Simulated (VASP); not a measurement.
Input of a VASP 6.6.1 run:

File INCAR:

```
SYSTEM = Li2S
PREC = Accurate
ENCUT = 750
EDIFF = 1E-6
ISMEAR = 0
SIGMA = 0.01
LREAL = .FALSE.
LASPH = .TRUE.
NELM = 120
ALGO = Normal
ISIF = 2
LWAVE = .FALSE.
LCHARG = .FALSE.
GGA = PS
NBANDS = 13
GGA_COMPAT = .FALSE.
```

Contents of KPOINTS:

```
regular mesh
0
G
  8 8 8
  0 0 0
```

POSCAR

```
Li2S
1.0
    0.0000000000      2.7857595057      2.7857595057
    2.7857595057      0.0000000000      2.7857595057
    2.7857595057      2.7857595057      0.0000000000
Li S
2 1
Direct
    0.2500000000      0.2500000000      0.2500000000
    0.7500000000      0.7500000000      0.7500000000
    0.0000000000      0.0000000000      0.0000000000
```

Potentials or basis: VASP PAW PBE potentials, release 64 (Li_sv, S).

Run with:

```sh
$ cat potpaw_PBE.64/Li_sv/POTCAR potpaw_PBE.64/S/POTCAR > POTCAR
$ mpirun -np 1 vasp_std > vasp.out
```

Task: Estimate the band gap on the k mesh.

Result: 3.17 eV (least direct gap 4.45 eV).

Task: Predict the pressure.

Result: 2.0 GPa.

Caveat: the PAW data sets were made with another functional, which shifts forces and pressure a little. A k mesh can miss the band edges.
